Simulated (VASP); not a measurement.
# Mg12O in VASP: single point with PBEsol

Aim: the single point of Mg12O with PBEsol.

Program: VASP 6.6.1. These are calculated values, not measurements. Logs are shortened: lines on timing, memory, paths and dates and some standing lists are left out, and cuts for length are marked.

## 1. The cell of the first run

The cell holds a slab with vacuum, 13 atoms: a = 6.420 Å, b = 6.420 Å, c = 16.213 Å, α = 90.00°, β = 90.00°, γ = 60.00°.

## 2. Single point, PBEsol

Input file INCAR:

```
PREC = Accurate
ENCUT = 520
EDIFF = 1E-7
ISMEAR = -1
SIGMA = 0.15
LREAL = False
LASPH = True
NELM = 60
ALGO = Normal
ISIF = 2
LWAVE = False
LCHARG = False
GGA = PS
NBANDS = 27
```

Input file KPOINTS:

```
regular mesh
0
Gamma
  2 2 1
```

Input file POSCAR:

```
Mg12O
1.0
    6.4200000000      0.0000000000      0.0000000000
    3.2100000000      5.5598830000      0.0000000000
    0.0000000000      0.0000000000     16.2130400000
Mg O
12 1
Direct
    0.0000000000      0.0000000000      0.0616787000
    0.5000000000      0.0000000000      0.0616787000
    0.0000000000      0.5000000000      0.0616787000
    0.5000000000      0.5000000000      0.0616787000
   -0.1717356295      0.3417777192      0.2186881256
    0.3298269816      0.3417419119      0.2186755071
   -0.1714745447      0.8429231434      0.2315877861
    0.3295310978      0.8408066201      0.2187893765
   -0.0017278153      0.0216403998      0.3877841650
    0.4804000721      0.0215387855      0.3877855914
   -0.0030511875      0.5058520669      0.3871824840
    0.4930492294      0.5137239831      0.3670579811
    0.1580527479      0.1842782772      0.4299880851
```

Potentials or basis: VASP PAW PBE potentials, release 64 (Mg, O).

Launch:

```console
$ cat potpaw_PBE.64/Mg/POTCAR potpaw_PBE.64/O/POTCAR > POTCAR
$ mpirun -np 1 vasp_std > vasp.out
```

OUTCAR:

```text
PREC = Accurate
   ENCUT = 520
   EDIFF = 1E-7
   ISMEAR = -1
   LREAL = False
   LASPH = True
   NELM = 60
   ISIF = 2
   GGA = PS

 ion  position               nearest neighbor table
   1  0.000  0.000  0.062-   8 3.14   5 3.18   3 3.21   3 3.21   4 3.21   4 3.21   2 3.21   2 3.21
                             7 3.31
   2  0.500  0.000  0.062-   8 3.14   6 3.18   4 3.21   3 3.21   4 3.21   3 3.21   1 3.21   1 3.21
                             7 3.31
   3  0.000  0.500  0.062-   6 3.14   5 3.14   1 3.21   1 3.21   2 3.21   2 3.21   4 3.21   4 3.21
                             7 3.35
   4  0.500  0.500  0.062-   5 3.13   6 3.13   8 3.17   2 3.21   1 3.21   2 3.21   1 3.21   3 3.21
                             3 3.21
   5  0.828  0.342  0.219-  12 3.04   4 3.13   3 3.14   1 3.18   6 3.20   8 3.20   7 3.21   8 3.22
                             6 3.22   7 3.22   9 3.27  11 3.30
   6  0.330  0.342  0.219-  12 3.04   4 3.13   3 3.14   2 3.18   5 3.20   8 3.20   7 3.21   8 3.22
                             5 3.22   7 3.22  10 3.27  11 3.30
   7  0.829  0.843  0.232-  11 3.14  10 3.19   9 3.19   5 3.21   6 3.21   8 3.22   8 3.22   6 3.22
                             5 3.22   2 3.31   1 3.31   3 3.35
   8  0.330  0.841  0.219-  12 3.01   1 3.14   2 3.14   4 3.17   5 3.20   6 3.20   7 3.22   6 3.22
                             7 3.22   5 3.22   9 3.30  10 3.30
   9  0.998  0.022  0.388-  13 1.92  10 3.09  11 3.10   7 3.19  12 3.22  12 3.24   5 3.27   8 3.30
                            11 3.32  10 3.33
  10  0.480  0.022  0.388-  13 1.92   9 3.09  11 3.11   7 3.19  12 3.22  12 3.24   6 3.27   8 3.30
                            11 3.31   9 3.33
  11  0.997  0.506  0.387-  13 1.92   9 3.10  10 3.11   7 3.14  12 3.23  12 3.23   5 3.30   6 3.30
                            10 3.31   9 3.32
  12  0.493  0.514  0.367-   8 3.01   5 3.04   6 3.04  10 3.22   9 3.22  11 3.23  11 3.23   9 3.24
                            10 3.24
  13  0.158  0.184  0.430-  11 1.92  10 1.92   9 1.92

  LATTYP: Found a hexagonal cell.
 ALAT       =     6.4199999201
 C/A-ratio  =     2.5253956701

  Lattice vectors:

 A1 = (  -3.2100000000,  -5.5598830000,   0.0000000000)
 A2 = (   6.4200000000,   0.0000000000,   0.0000000000)
 A3 = (   0.0000000000,   0.0000000000,  16.2130400000)

Analysis of symmetry for initial positions (statically):
=====================================================================
 Subroutine PRICEL returns:
 Original cell was already a primitive cell.

 Routine SETGRP: Setting up the symmetry group for a
 hexagonal supercell.

 Subroutine GETGRP returns: Found  1 space group operations
 (whereof  1 operations were pure point group operations)
 out of a pool of 24 trial point group operations.

The static configuration has the point symmetry C_1 .

Analysis of symmetry for dynamics (positions and initial velocities):
=====================================================================
 Subroutine PRICEL returns:
 Original cell was already a primitive cell.

 Routine SETGRP: Setting up the symmetry group for a
 hexagonal supercell.

 Subroutine GETGRP returns: Found  1 space group operations
 (whereof  1 operations were pure point group operations)
 out of a pool of 24 trial point group operations.

The dynamic configuration has the point symmetry C_1 .

 Subroutine INISYM returns: Found  1 space group operations
 (whereof  1 operations are pure point group operations),
 and found     1 'primitive' translations

----------------------------------------------------------------------------------------

                                     Primitive cell

  volume of cell :     578.7155

  direct lattice vectors                    reciprocal lattice vectors
     6.420000000  0.000000000  0.000000000     0.155763240 -0.089929950  0.000000000
     3.210000000  5.559883000  0.000000000     0.000000000  0.179859900  0.000000000
     0.000000000  0.000000000 16.213040000     0.000000000  0.000000000  0.061678747

  length of vectors
     6.420000000  6.419999920 16.213040000     0.179859898  0.179859900  0.061678747

  position of ions in fractional coordinates (direct lattice)
     0.000000000  0.000000000  0.061678700
     0.500000000  0.000000000  0.061678700
     1.000000000  0.500000000  0.061678700
     0.500000000  0.500000000  0.061678700
     0.828264371  0.341777719  0.218688126
     0.329826982  0.341741912  0.218675507
     0.828525455  0.842923143  0.231587786
     0.329531098  0.840806620  0.218789376
     0.998272185  0.021640400  0.387784165
     0.480400072  0.021538785  0.387785591
     0.996948813  0.505852067  0.387182484
     0.493049229  0.513723983  0.367057981
     0.158052748  0.184278277  0.429988085

  ion indices of the primitive-cell ions
   primitive index   ion index
                 1           1
                 2           2
                 3           3
                 4           4
                 5           5
                 6           6
                 7           7
                 8           8
                 9           9
                10          10
                11          11
                12          12
                13          13

----------------------------------------------------------------------------------------

 KPOINTS: regular mesh

Automatic generation of k-mesh.
 Grid dimensions read from file:
 generate k-points for:    2    2    1

 Generating k-lattice:

  Cartesian coordinates                     Fractional coordinates (reciprocal lattice)
     0.077881620 -0.044964975  0.000000000     0.500000000 -0.000000000  0.000000000
     0.000000000  0.089929950  0.000000000     0.000000000  0.500000000  0.000000000
     0.000000000  0.000000000  0.061678747     0.000000000  0.000000000  1.000000000

  Length of vectors
     0.089929949  0.089929950  0.061678747

  Shift w.r.t. Gamma in fractional coordinates (k-lattice)
     0.000000000  0.000000000  0.000000000

 Subroutine IBZKPT returns following result:
 ===========================================

 Found      4 irreducible k-points:

 Following reciprocal coordinates:
            Coordinates               Weight
  0.000000  0.000000  0.000000      1.000000
  0.500000  0.000000  0.000000      1.000000
  0.500000  0.500000  0.000000      1.000000
  0.000000  0.500000  0.000000      1.000000
   k-points           NKPTS =      4   k-points in BZ     NKDIM =      4   number of bands    NBANDS=     27
   number of dos      NEDOS =    301   number of ions     NIONS =     13
   total plane-waves  NPLWV = 290304
   dimension x,y,z NGX =    48 NGY =   48 NGZ =  126
   dimension x,y,z NGXF=    96 NGYF=   96 NGZF=  252
   ions per type =              12   1
   NGX,Y,Z   is equivalent  to a cutoff of  12.43, 12.43, 12.92 a.u.
   NGXF,Y,Z  is equivalent  to a cutoff of  24.86, 24.86, 25.84 a.u.
 SYSTEM =  unknown system
   PREC   = accura    normal or accurate (medium, high low for compatibility)
   ISTART =      0    job   : 0-new  1-cont  2-samecut
   ICHARG =      2    charge: 1-file 2-atom 10-const
   ISPIN  =      1    spin polarized calculation?
   LNONCOLLINEAR =      F non collinear calculations
   LSORBIT =      F    spin-orbit coupling
   LASPH  =      T    aspherical Exc in radial PAW
   ENCUT  =  520.0 eV  38.22 Ry    6.18 a.u.  11.94 11.94 30.15*2*pi/ulx,y,z
   NELM   =     60;   NELMIN=  2; NELMDL= -5     # of ELM steps
   EDIFF  = 0.1E-06   stopping-criterion for ELM
   LREAL  =      F    real-space projection
   EDIFFG = 0.1E-05   stopping-criterion for IOM
   NSW    =      0    number of steps for IOM
   IBRION =     -1    ionic relax: 0-MD 1-quasi-New 2-CG
   NFREE  =      0    steps in history (QN), initial steepest desc. (CG)
   ISIF   =      2    stress and relaxation
   ISYM   =      2    0-nonsym 1-usesym 2-fastsym
   POTIM  = 0.5000    time-step for ionic-motion
   TEBEG  =    0.0;   TEEND  =   0.0 temperature during run
   PSTRESS=    0.0 pullay stress
   NELECT =      30.0000    total number of electrons
   NUPDOWN=      -1.0000    fix difference up-down
   EMIN   =  10.00;   EMAX   =-10.00  energy-range for DOS
   EFERMI =   0.00;   METHOD = LEGACY
   ISMEAR =    -1;   SIGMA  =   0.15  broadening in eV -4-tet -1-fermi 0-gaus
   EFERMI_NEDOS =   21; number of points for ismear=-14 and -15
   IALGO  =     38    algorithm
   IMIX   =      4    mixing-type and parameters
     AMIX     =   0.40;   BMIX     =  1.00
     AMIX_MAG =   1.60;   BMIX_MAG =  1.00
  volume/ion in A,a.u.               =      44.52       300.41
  Fermi-wavevector in a.u.,A,eV,Ry     =   0.610417  1.153522  5.069658  0.372609
  Thomas-Fermi vector in A             =   1.665971
   LORBIT       =      0    0 simple, 1 ext, 2 COOP (PROOUT), +10 PAW based schemes
   GGA     = PS    functional components
   LHFCALC =     F    Hartree Fock is set to
   AEXX    =    0.0000 exact exchange contribution
   IVDW    =     0    specifies the selected vdW correction
   LEPSILON=     F    determine dielectric tensor
   LRPA    =     F    only Hartree local field effects (RPA)
 non-spin polarized calculation
  energy-cutoff  :      520.00
  volume of cell :      578.72
 maximum number of plane-waves:     15596
 NGX is ok and might be reduce to    48
   NGX = 23   NGY = 23   NGZ = 61

 number of electron      29.9999999 magnetization

 Free energy of the ion-electron system (eV)
  ---------------------------------------------------
  ext. energy  EPLUGINS =         0.00000000
  ---------------------------------------------------
  free energy    TOTEN  =       -28.00168737 eV

  energy without entropy =      -27.69545860  energy(sigma->0) =      -27.84857298

 E-fermi :  -0.4582     XC(G=0):  -5.1142

 val. band max:       -0.8073605382   @ k =   0.0000   0.0000   0.0000
 cond. band min:      -0.2778559740   @ k =   0.0000   0.0000   0.0000
 fundamental gap:      0.5295045643
 Fermi energy:        -0.4582489741

 k-point     1 :       0.0000    0.0000    0.0000
  band No.  band energies     occupation
      1     -18.2472      2.00000
      2      -6.9598      2.00000
      3      -5.4882      2.00000
      4      -4.7021      2.00000
      5      -4.6969      2.00000
      6      -3.7380      2.00000
[... 19 lines left out ...]
     26       1.9506      0.00000
     27       2.4684      0.00000

 k-point     2 :       0.5000    0.0000    0.0000
  band No.  band energies     occupation
      1     -18.2461      2.00000
      2      -5.9131      2.00000
      3      -5.7495      2.00000
      4      -4.9940      2.00000
      5      -4.7928      2.00000
      6      -4.4003      2.00000
[... 19 lines left out ...]
     26       2.5284      0.00000
     27       2.7188      0.00000

 k-point     3 :       0.5000    0.5000    0.0000
  band No.  band energies     occupation
      1     -18.2461      2.00000
      2      -5.9131      2.00000
      3      -5.7492      2.00000
      4      -4.9935      2.00000
      5      -4.7939      2.00000
      6      -4.4003      2.00000
[... 19 lines left out ...]
     26       2.5272      0.00000
     27       2.7185      0.00000

 k-point     4 :       0.0000    0.5000    0.0000
  band No.  band energies     occupation
      1     -18.2461      2.00000
      2      -5.9077      2.00000
      3      -5.7559      2.00000
      4      -4.9919      2.00000
      5      -4.7897      2.00000
      6      -4.4040      2.00000
[... 19 lines left out ...]
     26       2.5748      0.00000
     27       2.7351      0.00000

------------------------ aborting loop because EDIFF is reached ----------------------------------------

  FORCE on cell =-STRESS in cart. coord.  units (eV):
  Direction    XX          YY          ZZ          XY          YZ          ZX
  --------------------------------------------------------------------------------------
  -------------------------------------------------------------------------------------
  Total       -3.8043163     -3.9667680     -0.1307920      0.0001135     -0.3403656     -0.0024877
  in kB      -10.5322719    -10.9820205     -0.3620983      0.0003144     -0.9423041     -0.0068871
  external PRESSURE =      -7.2921302 kB  Pullay stress =       0.0000000 kB

 VOLUME and BASIS-vectors are now :
 -----------------------------------------------------------------------------
  energy-cutoff  :      520.00
  volume of cell :      578.72
      direct lattice vectors                 reciprocal lattice vectors
     6.420000000  0.000000000  0.000000000     0.155763240 -0.089929950  0.000000000
     3.210000000  5.559883000  0.000000000     0.000000000  0.179859900  0.000000000
     0.000000000  0.000000000 16.213040000     0.000000000  0.000000000  0.061678747

 POSITION                                       TOTAL-FORCE (eV/Angst)
 -----------------------------------------------------------------------------------
      0.00000      0.00000      1.00000        -0.211720     -0.109292      0.025372
      3.21000      0.00000      1.00000         0.211531     -0.109751      0.025532
      1.60500      2.77994      1.00000        -0.000448      0.258526      0.021712
      4.81500      2.77994      1.00000         0.000047      0.026394     -0.055622
      6.41456      1.90024      3.54560        -0.013087      0.008734      0.001410
      3.21448      1.90005      3.54539         0.013709      0.008919      0.001654
      8.02492      4.68655      3.75474        -0.000101     -0.011576      0.007500
      4.81458      4.67479      3.54724         0.000557     -0.015343     -0.004644
      6.47837      0.12032      6.28716        -0.028077     -0.026238     -0.007552
      3.15331      0.11975      6.28718         0.028198     -0.026180     -0.008284
      8.02420      2.81248      6.27741         0.001953      0.011801      0.012671
      4.81443      2.85625      5.95113         0.000925      0.003806     -0.013274
      1.60623      1.02457      6.97141        -0.003486     -0.019799     -0.006474
 -----------------------------------------------------------------------------------
    total drift:                               -0.000027      0.000315     -0.000016

  FREE ENERGIE OF THE ION-ELECTRON SYSTEM (eV)
  ---------------------------------------------------
  free  energy   TOTEN  =       -28.0016873690 eV

  energy  without entropy=      -27.6954585990  energy(sigma->0) =      -27.84857298
```

Run time: 2.3 min. Hardware: 1 thread of AMD EPYC 7R43 (Zen 3), shared host; peak memory 0.56 GiB.

What came out:

- Free energy: -28.0017 eV
- Largest force: 0.259 eV/Å
- Band gap on the k mesh: zero (band 15 reaches -0.16 eV, above the bottom of band 16 at -1.05 eV)

Forces in eV/Å, atoms in the order of the input:
```
Mg  -0.212 -0.109  0.025
Mg   0.212 -0.110  0.026
Mg   0.000  0.259  0.022
Mg   0.000  0.026 -0.056
Mg  -0.013  0.009  0.001
Mg   0.014  0.009  0.002
Mg   0.000 -0.012  0.007
Mg   0.001 -0.015 -0.005
Mg  -0.028 -0.026 -0.008
Mg   0.028 -0.026 -0.008
Mg   0.002  0.012  0.013
Mg   0.001  0.004 -0.013
O   -0.003 -0.020 -0.006
```

Caveat: the k points lie up to 0.57 Å⁻¹ apart; the PAW data sets were made with another functional, which shifts forces and pressure a little.
